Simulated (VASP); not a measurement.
## Cl: density of states with PBE

The system is Cl.

```xyz
1
Lattice="2.1123 0.0000 0.0000 0.0000 2.1123 0.0000 0.0000 0.0000 2.1123" Properties=species:S:1:pos:R:3 pbc="T T T"
Cl    0.0000    0.0000    0.0000
```

This cell differs from its parent crystal: volume scaled by 0.4.

```yaml
Program: VASP 6.6.1
Task: density of states
Functional: PBE
Potentials_or_basis: VASP PAW PBE potentials, release 64 (Cl)
Cutoff: 520 eV
k_mesh: 15 × 15 × 15
Occupations: fermi-dirac, width 0.1 eV
Spin: no spin polarisation
Dipole_correction: no
k_mesh_for_the_DOS: 23 × 23 × 23
Occupations_for_the_DOS: tetrahedron
Further_INCAR_settings: ALGO = Normal; EDIFF = 1e-06; NBANDS = 10
```

- Valence electrons inside the program's atomic spheres: Cl 5.13

Levels at points of the mesh, in eV from the Fermi level:
| k point | band 1 | band 2 | band 3 | band 4 | band 5 | band 6 | band 7 | band 8 |
| --- | --- | --- | --- | --- | --- | --- | --- | --- |
| (0.00, 0.00, 0.00) | -27.56 | -0.40 | -0.40 | -0.40 | 4.62 | 4.62 | 13.46 | 27.57 |

It took 33 s on 1 thread of AMD EPYC 7R13 (shared host), peak memory 0.11 GiB.

Caveat: an odd number of electrons without spin polarisation forces a metal; a magnetic or distorted state may lie lower.
